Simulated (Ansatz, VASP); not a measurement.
Mg: VASP beside Ansatz

POSCAR

```
Mg
1.0
    3.1792646675      0.0000000000      0.0000000000
   -1.5896323337      2.7533239674      0.0000000000
    0.0000000000      0.0000000000      5.1568903974
Mg
2
Direct
    0.3333333333      0.6666666667      0.2500000000
    0.6666666667      0.3333333333      0.7500000000
```

INCAR.step1

```
PREC = Accurate
ENCUT = 520
ISMEAR = -1
SIGMA = 0.2
LREAL = F
LASPH = T
NELM = 100
NBANDS = 9
GGA = PE
ALGO = Normal
EDIFF = 1E-4
LWAVE = T
LCHARG = F
```

File INCAR.step2:

```
PREC = Accurate
ENCUT = 520
EDIFF = 1E-6
ISMEAR = -1
SIGMA = 0.2
LREAL = F
LASPH = T
NELM = 100
ALGO = Normal
ISIF = 2
LWAVE = F
LCHARG = F
METAGGA = R2SCAN
LMIXTAU = T
NBANDS = 9
ISTART = 1
```

Contents of KPOINTS:

```
regular mesh
0
Gamma
  11 11 6
```

Input for Ansatz:

```yaml
crystal:
  lattice:
    - [3.1792646675, 0.0, 0.0]
    - [-1.5896323337, 2.7533239674, 0.0]
    - [0.0, 0.0, 5.1568903974]
  atoms:
    - { symbol: Mg, position: [0.3333333333, 0.6666666667, 0.25] }
    - { symbol: Mg, position: [0.6666666667, 0.3333333333, 0.75] }
hamiltonian:
  xc: r2scan
  pseudopotentials:
    kind: paw
    azcp:
      Mg: "pseudopotentials/Mg.paw.azcp"
basis:
  ecutwfc: 500
  fft_grid_basis: typed
kpoints:
  mp_grid: { grid: [11, 11, 6], shift: [0, 0, 0] }
magnetization:
  spin_polarized: false
scf:
  occupations: { method: fermi_dirac, width: 0.2 }
  lower_state_search: "off"
output:
  stress: true
```

Alike in both runs: task single point; functional r2SCAN; k mesh 11 × 11 × 6; occupations fermi-dirac, width 0.2 eV; no spin polarisation.

```csv
,VASP,Ansatz
version,VASP 6.6.1,Ansatz 0.2.0
potentials or method,"VASP PAW PBE potentials, release 64 (Mg), cutoff 520 eV","plane waves (500 eV) with PAW, scalar-relativistic"
valence electrons in the cell,4,20
```

```tsv
	VASP	Ansatz	Ansatz less VASP
pressure (GPa)	-0.1	0.1	+0.27
```

VASP's potentials were made for PBE, not for r2SCAN. VASP's potentials hold 4 valence electrons a cell and Ansatz's 20, so a difference there can come from the potentials and not from the codes.
